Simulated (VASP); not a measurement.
Write the native input for VASP 6.6.1 that does the following.

```yaml
Task: single point
Functional: LDA
Potentials_or_basis: VASP PAW LDA potentials, release 64 (Cd, O)
Cutoff: 600 eV
k_mesh: 8 × 8 × 8
Occupations: gaussian, width 0.05 eV
Spin: no spin polarisation
Dipole_correction: no
Further_INCAR_settings: ALGO = Normal; EDIFF = 1e-06; NBANDS = 16
```

The structure of CdO lies in POSCAR:

```
CdO
1.0
    0.0000000000      2.3013978291      2.3013978291
    2.3013978291      0.0000000000      2.3013978291
    2.3013978291      2.3013978291      0.0000000000
Cd O
1 1
Direct
    0.0000000000      0.0000000000      0.0000000000
    0.5000000000      0.5000000000      0.5000000000
```

This cell differs from its parent crystal: volume scaled by 0.98.

One way to write it, as run:

INCAR

```
SYSTEM = CdO
ALGO     = Normal         ! electronic algorithm
EDIFF    = 1E-6           ! SCF threshold, eV
ENCUT    = 600            ! plane-wave cutoff, eV
GGA_COMPAT= .False.      
ISIF     = 2              ! what is computed and relaxed
ISMEAR   = 0              ! smearing method
LASPH    = .True.         ! aspherical terms in the spheres
LCHARG   = .False.        ! write CHGCAR
LREAL    = .False.        ! projectors in reciprocal space
LWAVE    = .False.        ! write WAVECAR
NBANDS   = 16             ! bands
NELM     = 120            ! most SCF steps
PREC     = Accurate       ! precision mode
SIGMA    = 0.05           ! smearing width, eV
```

KPOINTS

```
k-points
0
Gamma
  8 8 8
  0 0 0
```

Potentials or basis: VASP PAW LDA potentials, release 64 (Cd, O).

The run is started by

```sh
$ cat potpaw_LDA.64/Cd/POTCAR potpaw_LDA.64/O/POTCAR > POTCAR
$ mpirun -np 1 vasp_std > vasp.out
```

Results of the run:

```
Pressure               : 5.7 GPa
Band gap on the k mesh : zero (band 9 reaches 2.42 eV, above the bottom of band 10 at 2.04 eV)
```

It took 28 s on 1 thread of Intel Xeon 8259CL (shared host), peak memory 0.15 GiB.
